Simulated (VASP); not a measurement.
Wanted: the native input for a VASP 6.6.1 run.

| Item | Value |
| --- | --- |
| Task | electric field gradients |
| Functional | LDA |
| Potentials or basis | VASP PAW LDA potentials, release 64 (Sn_d, Ir) |
| Cutoff | 520 eV |
| k mesh | 10 × 10 × 10 |
| Occupations | fermi-dirac, width 0.03 eV |
| Spin | no spin polarisation |
| Dipole correction | no |
| Further INCAR settings | ALGO = Normal; EDIFF = 1e-08; NBANDS = 26 |

The structure of Sn2Ir lies in POSCAR:

```
Sn2Ir
1.0
    0.0633800000      3.2006900000      3.2006900000
    3.2006900000      0.0633800000      3.2006900000
    3.2006900000      3.2006900000      0.0633800000
Sn Ir
2 1
Direct
    0.2500000000      0.2500000000      0.2500000000
    0.7500000000      0.7500000000      0.7500000000
    0.0000000000      0.0000000000      0.0000000000
```

This cell differs from its parent crystal: equal xy, yz and zx shear strains of +2 %.

One way to write it, as run:

INCAR

```
  ALGO = Normal
  EDIFF = 1E-8
  ENCUT = 520
  ISIF = 2
  ISMEAR = -1
  LASPH = True
  LCHARG = False
  LEFG = True
  LREAL = False
  LWAVE = False
  NBANDS = 26
  NELM = 60
  PREC = Accurate
  SIGMA = 0.03
```

KPOINTS

```
k-points
0
Gamma
  10 10 10
```

Potentials or basis: VASP PAW LDA potentials, release 64 (Sn_d, Ir).

The run is started by

```console
$ cat potpaw_LDA.64/Sn_d/POTCAR potpaw_LDA.64/Ir/POTCAR > POTCAR
$ mpirun -np 1 vasp_std > vasp.out
```

Results of the run:

```yaml
Pressure: -1.6 GPa
Largest_force: 0.223 eV/Å
```

Caveat: the cell differs from its parent crystal (equal xy, yz and zx shear strains of +2 %); without QUAD_EFG the Cq values of the log hold for a quadrupole moment of 1 mb, not for the nuclei.

Run time: 2.7 min on 1 thread of Intel(R) Xeon(R) Platinum 8259CL CPU @ 2.50GHz (Skylake/Cascade Lake), with other jobs on the host, peak memory 0.3 GiB.
